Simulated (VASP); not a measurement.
# Al18H in VASP: further runs

Runs on Al18H. Level: PBE. Tasks: single point.

Everything below comes from runs of VASP 6.6.1. Logs are shortened: lines on timing, memory, paths and dates and some standing lists are left out, and cuts for length are marked.

**1. The cell of the first run**

The cell holds a slab with vacuum, 19 atoms: a = 12.150 Å, b = 5.728 Å, c = 14.864 Å, α = 90.00°, β = 90.00°, γ = 90.00°.

**2. Single point, PBE**

INCAR reads:

```
ALGO = Normal
EDIFF = 1E-7
ENCUT = 520
GGA = PE
ISIF = 2
ISMEAR = 0
LASPH = T
LCHARG = F
LREAL = Auto
LWAVE = F
NBANDS = 42
NELM = 80
PREC = Accurate
SIGMA = 0.05
```

KPOINTS reads:

```
k-points
0
Gamma
  2 3 1
```

POSCAR reads:

```
Al18H
1.0
   12.1500000000      0.0000000000      0.0000000000
    0.0000000000      5.7275650000      0.0000000000
    0.0000000000      0.0000000000     14.8637820000
Al H
18 1
Direct
    0.0000000000      0.0000000000      0.0672776283
    0.3333333333      0.0000000000      0.0672776283
    0.6666666667      0.0000000000      0.0672776283
    0.0000000000      0.5000000873      0.0672776283
    0.3333333333      0.5000000873      0.0672776283
    0.6666666667      0.5000000873      0.0672776283
    0.1667346502      0.2509377021      0.1613856420
    0.5004181893      0.2501183313      0.1622140314
    0.8330130041      0.2501354415      0.1621508577
    0.1667383539      0.7498973822      0.1607464372
    0.4993522634      0.7494193431      0.1612714718
    0.8340327572      0.7494072961      0.1612952881
   -0.0022390947      0.0001765148      0.2566671120
    0.3356391770      0.0001988629      0.2566439013
    0.6665745679     -0.0138828630      0.2579356317
   -0.0014645267      0.4994272435      0.2570010109
    0.3348705350      0.4994667018      0.2569650847
    0.6666288889      0.4994839867      0.2548958266
    0.6670428807      1.0367688538      0.3641140593
```

Potentials or basis: VASP PAW PBE potentials, release 64 (Al, H).

The run is started by

```sh
> cat potpaw_PBE.64/Al/POTCAR potpaw_PBE.64/H/POTCAR > POTCAR
> mpirun -np 1 vasp_std > vasp.out
```

OUTCAR:

```text
EDIFF = 1E-7
   ENCUT = 520
   GGA = PE
   ISIF = 2
   ISMEAR = 0
   LASPH = T
   LREAL = Auto
   NELM = 80
   PREC = Accurate

 ion  position               nearest neighbor table
   1  0.000  0.000  0.067-  13 2.82  12 2.84  10 2.84   7 2.85   9 2.86   4 2.86   4 2.86
   2  0.333  0.000  0.067-  14 2.81  10 2.84  11 2.84   7 2.85   8 2.86   5 2.86   5 2.86
   3  0.667  0.000  0.067-  15 2.84   8 2.85   9 2.85  11 2.85  12 2.85   6 2.86   6 2.86
   4  0.000  0.500  0.067-  16 2.82  12 2.84  10 2.84   7 2.85   9 2.86   1 2.86   1 2.86
   5  0.333  0.500  0.067-  17 2.82  11 2.84  10 2.84   7 2.84   8 2.86   2 2.86   2 2.86
   6  0.667  0.500  0.067-  18 2.79   8 2.85   9 2.85  11 2.85  12 2.85   3 2.86   3 2.86
   7  0.167  0.251  0.161-   5 2.84   4 2.85   2 2.85   1 2.85  10 2.86  17 2.87  16 2.87  10 2.87
                            14 2.88  13 2.88
   8  0.500  0.250  0.162-  18 2.83  14 2.83  17 2.84   6 2.85   3 2.85   5 2.86   2 2.86  11 2.86
                            11 2.87  15 2.90
   9  0.833  0.250  0.162-  18 2.83  13 2.83  16 2.84   6 2.85   3 2.85   4 2.86   1 2.86  12 2.86
                            12 2.87  15 2.90
  10  0.167  0.750  0.161-   5 2.84   2 2.84   4 2.84   1 2.84   7 2.86   7 2.87  17 2.88  16 2.88
                            14 2.88  13 2.88
  11  0.499  0.749  0.161-  14 2.83  15 2.83   5 2.84  17 2.84   2 2.84  18 2.85   6 2.85   3 2.85
                             8 2.86   8 2.87
  12  0.834  0.749  0.161-  13 2.83  15 2.84   4 2.84  16 2.84   1 2.84  18 2.85   6 2.85   3 2.85
[... 5 lines left out ...]
  16  0.999  0.499  0.257-   4 2.82  12 2.84   9 2.84  13 2.86   7 2.87  13 2.87  10 2.88
  17  0.335  0.499  0.257-   5 2.82  11 2.84   8 2.84  14 2.86   7 2.87  14 2.87  10 2.88
  18  0.667  0.499  0.255-  15 2.79   6 2.79   8 2.83   9 2.83  11 2.85  12 2.85  15 2.94
  19  0.667  0.037  0.364-  15 1.60

  LATTYP: Found a simple orthorhombic cell.
 ALAT       =     5.7275650000
 B/A-ratio  =     2.1213203167
 C/A-ratio  =     2.5951310897

  Lattice vectors:

 A1 = (   0.0000000000,  -5.7275650000,   0.0000000000)
 A2 = (  12.1500000000,   0.0000000000,   0.0000000000)
 A3 = (   0.0000000000,   0.0000000000,  14.8637820000)

Analysis of symmetry for initial positions (statically):
=====================================================================
 Subroutine PRICEL returns:
 Original cell was already a primitive cell.

 Routine SETGRP: Setting up the symmetry group for a
 simple orthorhombic supercell.

 Subroutine GETGRP returns: Found  1 space group operations
 (whereof  1 operations were pure point group operations)
 out of a pool of  8 trial point group operations.

The static configuration has the point symmetry C_1 .

[... 132 lines left out ...]
   ISYM   =      2    0-nonsym 1-usesym 2-fastsym
   POTIM  = 0.5000    time-step for ionic-motion
   TEBEG  =    0.0;   TEEND  =   0.0 temperature during run
   PSTRESS=    0.0 pullay stress
   NELECT =      55.0000    total number of electrons
   NUPDOWN=      -1.0000    fix difference up-down
   EMIN   =  10.00;   EMAX   =-10.00  energy-range for DOS
   EFERMI =   0.00;   METHOD = LEGACY
   ISMEAR =     0;   SIGMA  =   0.05  broadening in eV -4-tet -1-fermi 0-gaus
   EFERMI_NEDOS =   21; number of points for ismear=-14 and -15
   IALGO  =     38    algorithm
   IMIX   =      4    mixing-type and parameters
     AMIX     =   0.40;   BMIX     =  1.00
     AMIX_MAG =   1.60;   BMIX_MAG =  1.00
  volume/ion in A,a.u.               =      54.44       367.38
  Fermi-wavevector in a.u.,A,eV,Ry     =   0.615607  1.163329  5.156234  0.378973
  Thomas-Fermi vector in A             =   1.673038
   LORBIT       =      0    0 simple, 1 ext, 2 COOP (PROOUT), +10 PAW based schemes
   GGA     = PE    functional components
   LHFCALC =     F    Hartree Fock is set to
   AEXX    =    0.0000 exact exchange contribution
   IVDW    =     0    specifies the selected vdW correction
   LEPSILON=     F    determine dielectric tensor
   LRPA    =     F    only Hartree local field effects (RPA)
 non-spin polarized calculation
 Gauss-broadening in eV      SIGMA  =   0.05
  energy-cutoff  :      520.00
  volume of cell :     1034.37
 maximum number of plane-waves:     27867
   NGX = 45   NGY = 21   NGZ = 55

 number of electron      55.0000000 magnetization

 Free energy of the ion-electron system (eV)
  ---------------------------------------------------
  ext. energy  EPLUGINS =         0.00000000
  ---------------------------------------------------
  free energy    TOTEN  =       -62.37230328 eV

  energy without entropy =      -62.35634864  energy(sigma->0) =      -62.36432596

 E-fermi :  -0.5933     XC(G=0):  -4.3331

 val. band max:       -0.6211681934   @ k =   0.0000   0.3333   0.0000
 cond. band min:      -0.5537396348   @ k =   0.5000   0.3333   0.0000
 fundamental gap:      0.0674285586
 Fermi energy:        -0.5932931311

 k-point     1 :       0.0000    0.0000    0.0000
  band No.  band energies     occupation
      1     -10.2643      2.00000
      2      -9.2974      2.00000
      3      -9.2865      2.00000
      4      -6.7070      2.00000
      5      -6.3582      2.00000
      6      -6.3048      2.00000
[... 157 lines left out ...]
     38       1.5676      0.00000
     39       1.7502      0.00000
 [bands above 39 left out]

------------------------ aborting loop because EDIFF is reached ----------------------------------------

  FORCE on cell =-STRESS in cart. coord.  units (eV):
  Direction    XX          YY          ZZ          XY          YZ          ZX
  --------------------------------------------------------------------------------------
  -------------------------------------------------------------------------------------
  Total      -17.3328705     -7.4878570     -0.0900849      0.0000315      0.0032663     -0.0029843
  in kB      -26.8475984    -11.5982507     -0.1395361      0.0000488      0.0050593     -0.0046225
  external PRESSURE =     -12.8617951 kB  Pullay stress =       0.0000000 kB

 VOLUME and BASIS-vectors are now :
 -----------------------------------------------------------------------------
  energy-cutoff  :      520.00
  volume of cell :     1034.37
      direct lattice vectors                 reciprocal lattice vectors
    12.150000000  0.000000000  0.000000000     0.082304527  0.000000000  0.000000000
     0.000000000  5.727565000  0.000000000     0.000000000  0.174594265  0.000000000
     0.000000000  0.000000000 14.863782000     0.000000000  0.000000000  0.067277628

 POSITION                                       TOTAL-FORCE (eV/Angst)
 -----------------------------------------------------------------------------------
      0.00000      0.00000      1.00000        -0.018610      0.009954      0.045900
      4.05000      0.00000      1.00000         0.020727      0.010726      0.043902
      8.10000      0.00000      1.00000         0.000308     -0.040582      0.085154
      0.00000      2.86378      1.00000         0.052950     -0.018855      0.017597
      4.05000      2.86378      1.00000        -0.050099     -0.019714      0.014750
      8.10000      2.86378      1.00000        -0.000220      0.060199     -0.201316
[... 11 lines left out ...]
      8.09954      2.86083      3.78872         0.001311      0.000482     -0.005121
      8.10457      0.21060      5.41211        -0.000885     -0.001401     -0.003963
 -----------------------------------------------------------------------------------
    total drift:                               -0.000041     -0.008880     -0.005067

  FREE ENERGIE OF THE ION-ELECTRON SYSTEM (eV)
  ---------------------------------------------------
  free  energy   TOTEN  =       -62.3723032788 eV

  energy  without entropy=      -62.3563486429  energy(sigma->0) =      -62.36432596
```

stdout:

```text
POSCAR found type information on POSCAR AlH
 POSCAR found :  2 types and      19 ions
 scaLAPACK will be used
 LDA part: xc-table for (Slater+PW92), standard interpolation
 POSCAR, INCAR and KPOINTS ok, starting setup
 FFT: planning ... GRIDC
 FFT: planning ... GRID_SOFT
 FFT: planning ... GRID
 WAVECAR not read
 entering main loop
```

Wall time 4.1 min (1 thread of AMD EPYC 9R45 (Zen 5), shared host); peak memory 0.86 GiB.

Results:

```yaml
Free_energy: -62.3723 eV
Largest_force: 0.210 eV/Å
```

Forces on the atoms (eV/Å):
```
Al  -0.019  0.010  0.046
Al   0.021  0.011  0.044
Al   0.000 -0.041  0.085
Al   0.053 -0.019  0.018
Al  -0.050 -0.020  0.015
Al   0.000  0.060 -0.201
Al  -0.002 -0.002  0.001
Al  -0.001 -0.002  0.001
Al  -0.002 -0.002  0.003
Al  -0.003  0.001  0.001
Al   0.003  0.003 -0.001
Al  -0.005  0.003  0.001
Al   0.002 -0.002 -0.002
Al  -0.002 -0.001 -0.001
Al   0.002 -0.001  0.002
Al   0.002  0.001 -0.002
Al  -0.002  0.001 -0.001
Al   0.001  0.000 -0.005
H   -0.001 -0.001 -0.004
```

Levels at points of the mesh, in eV from the Fermi level:
```
           k point  band 23  band 24  band 25  band 26  band 27  band 28  band 29  band 30  band 31  band 32
(0.00, 0.00, 0.00)    -1.42    -1.41    -1.08    -1.07    -1.03    -1.02    -0.75    -0.56     0.08     0.23
(0.50, 0.00, 0.00)    -1.52    -1.20    -1.11    -0.61    -0.39     0.05     0.12     0.34     0.38     0.75
```

Caveat: the k points lie up to 0.37 Å⁻¹ apart.

**3. Single point, PBE**

INCAR reads:

```
ALGO = Normal
EDIFF = 1E-6
ENCUT = 520
GGA = PE
ISIF = 2
ISMEAR = 0
LASPH = T
LCHARG = F
LREAL = Auto
LWAVE = F
NBANDS = 42
NELM = 60
PREC = Accurate
SIGMA = 0.05
```

KPOINTS is that of step 2.

POSCAR reads:

```
Al18H
1.0
   12.1500000000      0.0000000000      0.0000000000
    0.0000000000      5.7275650000      0.0000000000
    0.0000000000      0.0000000000     14.8637820000
Al H
18 1
Direct
    0.0000000000      0.0000000000      0.0672776283
    0.3333333333      0.0000000000      0.0672776283
    0.6666666667      0.0000000000      0.0672776283
    0.0000000000      0.5000000873      0.0672776283
    0.3333333333      0.5000000873      0.0672776283
    0.6666666667      0.5000000873      0.0672776283
    0.1666962963      0.2511648493      0.1615955482
    0.5000558025      0.2490849078      0.1608479592
    0.8333097119      0.2490885743      0.1608449989
    0.1666944033      0.7503178052      0.1605662677
    0.4980412346      0.7484402185      0.1598419568
    0.8353009877      0.7484250288      0.1599081580
   -0.0028635391      0.0001780862      0.2565651192
    0.3362460082      0.0001686581      0.2565701650
    0.6666232099     -0.0367681554      0.2566523110
   -0.0016304527      0.4980619164      0.2570316222
    0.3350223045      0.4980753601      0.2570355243
    0.6666288889      0.4921992155      0.2567825605
    0.6668264198      1.1111006161      0.3498751529
```

Potentials or basis: VASP PAW PBE potentials, release 64 (Al, H).

The run is started by

```sh
> cat potpaw_PBE.64/Al/POTCAR potpaw_PBE.64/H/POTCAR > POTCAR
> mpirun -np 1 vasp_std > vasp.out
```

It took 3.7 min on 1 thread of AMD EPYC 9R45 (Zen 5), shared host; peak memory 0.86 GiB.

It converged, with:

```
Free energy   : -62.3817 eV
Largest force : 0.174 eV/Å
```

Forces in eV/Å, atoms in the order of the input:
```
Al   0.003  0.013  0.017
Al  -0.002  0.014  0.016
Al   0.001 -0.117  0.123
Al   0.077 -0.046 -0.009
Al  -0.076 -0.047 -0.010
Al   0.001  0.154 -0.083
Al   0.000  0.000  0.001
Al   0.000 -0.002 -0.003
Al  -0.001 -0.002 -0.002
Al  -0.001  0.001 -0.001
Al  -0.002  0.000 -0.006
Al   0.001  0.000 -0.007
Al  -0.002 -0.002 -0.001
Al   0.003 -0.003  0.000
Al   0.001 -0.021  0.001
Al   0.000  0.000 -0.001
Al  -0.001  0.000 -0.001
Al   0.000 -0.002  0.001
H   -0.001  0.060 -0.034
```

Levels at points of the mesh, in eV from the Fermi level:
| k point | band 25 | band 26 | band 27 | band 28 | band 29 | band 30 |
| --- | --- | --- | --- | --- | --- | --- |
| (0.00, 0.00, 0.00) | -1.15 | -1.08 | -1.04 | -1.02 | -0.68 | -0.55 |
| (0.50, 0.00, 0.00) | -1.14 | -0.68 | -0.26 | 0.05 | 0.10 | 0.35 |

Caveat: the k points lie up to 0.37 Å⁻¹ apart.

**4. Single point, PBE**

INCAR reads:

```
SYSTEM = Al18H
PREC = Accurate
ENCUT = 520
EDIFF = 1E-6
ISMEAR = 0
SIGMA = 0.05
LREAL = Auto
LASPH = .True.
NELM = 60
ALGO = Normal
ISIF = 2
LWAVE = .False.
LCHARG = .True.
GGA = PE
LELF = .True.
LVHAR = .True.
NBANDS = 42
```

KPOINTS reads:

```
regular mesh
0
Gamma
  2 3 1
  0 0 0
```

POSCAR reads:

```
Al18H
1.0
   12.1500000000      0.0000000000      0.0000000000
    0.0000000000      5.7275650000      0.0000000000
    0.0000000000      0.0000000000     14.8637820000
Al H
18 1
Direct
    0.0000000000      0.0000000000      0.0672776283
    0.3333333333      0.0000000000      0.0672776283
    0.6666666667      0.0000000000      0.0672776283
    0.0000000000      0.5000000873      0.0672776283
    0.3333333333      0.5000000873      0.0672776283
    0.6666666667      0.5000000873      0.0672776283
    0.1666849383      0.2507648538      0.1614546688
    0.4989761317      0.2471367850      0.1585460551
    0.8343812346      0.2471343407      0.1585365690
    0.1666841975      0.7501552579      0.1611322071
    0.4973334156      0.7466207717      0.1595778921
    0.8359947325      0.7466134387      0.1596346744
   -0.0034700412     -0.0003635053      0.2566624026
    0.3368455144     -0.0003793933      0.2566675157
    0.6666243621     -0.0466243508      0.2566585678
   -0.0020581070      0.4965382322      0.2571346916
    0.3354352263      0.4965394544      0.2571403429
    0.6666437037      0.4813258339      0.2590434252
    0.6667437037      1.1810278888      0.3312764544
```

The run is started by

```sh
> cat potpaw_PBE.64/Al/POTCAR potpaw_PBE.64/H/POTCAR > POTCAR
> mpirun -np 1 vasp_std > vasp.out
```

Run time: 3.5 min. Hardware: 1 thread of AMD EPYC 9R45 (Zen 5), shared host; peak memory 0.86 GiB.

It converged, with:

| Quantity | Value |
| --- | --- |
| Free energy | -62.4690 eV |
| Largest force | 0.233 eV/Å |

Forces on the atoms (eV/Å):
```
Al   0.030  0.000 -0.007
Al  -0.029  0.001 -0.008
Al   0.000 -0.184  0.143
Al   0.084 -0.045 -0.026
Al  -0.084 -0.046 -0.026
Al   0.000  0.179  0.074
Al   0.000 -0.002 -0.002
Al  -0.004 -0.005 -0.014
Al   0.003 -0.005 -0.013
Al   0.000  0.000  0.003
Al  -0.003 -0.003 -0.004
Al   0.002 -0.003 -0.004
Al  -0.003 -0.002 -0.001
Al   0.003 -0.002 -0.001
Al   0.000 -0.027  0.000
Al  -0.001 -0.002  0.000
Al   0.002 -0.003  0.000
Al   0.001 -0.034  0.013
H   -0.001  0.182 -0.127
```

Levels at points of the mesh, in eV from the Fermi level:
| k point | band 25 | band 26 | band 27 | band 28 | band 29 | band 30 |
| --- | --- | --- | --- | --- | --- | --- |
| (0.00, 0.00, 0.00) | -1.23 | -1.08 | -1.04 | -1.00 | -0.62 | -0.55 |
| (0.50, 0.00, 0.00) | -1.18 | -0.75 | -0.14 | 0.05 | 0.09 | 0.37 |

Caveat: the k points lie up to 0.37 Å⁻¹ apart.
